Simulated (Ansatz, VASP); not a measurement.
This is a calculation of PbS for VASP 6.6.1.

File INCAR:

```
PREC = Accurate
ENCUT = 520
EDIFF = 1E-6
ISMEAR = -1
SIGMA = 0.05
LREAL = False
LASPH = True
NELM = 150
ALGO = Normal
ISIF = 2
LWAVE = False
LCHARG = True
LNONCOLLINEAR = True
MAGMOM = 0 0 0 0 0 0
LORBIT = 11
LSORBIT = True
GGA_COMPAT = False
LORBMOM = True
GGA = PE
LVHAR = True
NBANDS = 32
```

The input KPOINTS:

```
regular mesh
0
Gamma
  8 8 8
```

POSCAR

```
PbS
1.0
    0.0000000000      3.0047775019      3.0047775019
    3.0047775019      0.0000000000      3.0047775019
    3.0047775019      3.0047775019      0.0000000000
Pb S
1 1
Direct
    0.0000000000      0.0000000000      0.0000000000
    0.5000000000      0.5000000000      0.5000000000
```

Potentials or basis: VASP PAW PBE potentials, release 64 (Pb_d, S).

Launch:

```sh
$ cat potpaw_PBE.64/Pb_d/POTCAR potpaw_PBE.64/S/POTCAR > POTCAR
$ mpirun -np 1 vasp_ncl > vasp.out
```

Set up the same calculation for Ansatz 0.2.0. Potentials there: Ansatz PAW.

As run (the cutoff follows the program's own potentials):

Contents of input.yaml:

```yaml
crystal:
  lattice:
    - [0.0, 3.0047775019, 3.0047775019]
    - [3.0047775019, 0.0, 3.0047775019]
    - [3.0047775019, 3.0047775019, 0.0]
  atoms:
    - { symbol: Pb, position: [0.0, 0.0, 0.0] }
    - { symbol: S, position: [0.5, 0.5, 0.5] }
hamiltonian:
  xc: pbe
  pseudopotentials: { kind: paw_fr }
magnetization:
  noncollinear: true
  spin_orbit: true
kpoints:
  mp_grid: { grid: [8, 8, 8] }
scf:
  occupations: { method: fermi_dirac, width: 0.05 }
output:
  forces: true
  stress: true
  eigenvalues: true
```

Potentials or basis: Ansatz PAW.

Launch:

```console
$ ansatz run input.yaml --threads 2 --pin off --max-ram 5120MiB --backend cpu --events-out ev --progress --plain --runs-dir out
```

Both were run:

|  | VASP | Ansatz | Ansatz less VASP |
| --- | --- | --- | --- |
| pressure (GPa) | -0.3 | -0.3 | -0.05 |

The functional is the same, so the differences come from potentials, cutoffs and numerics.
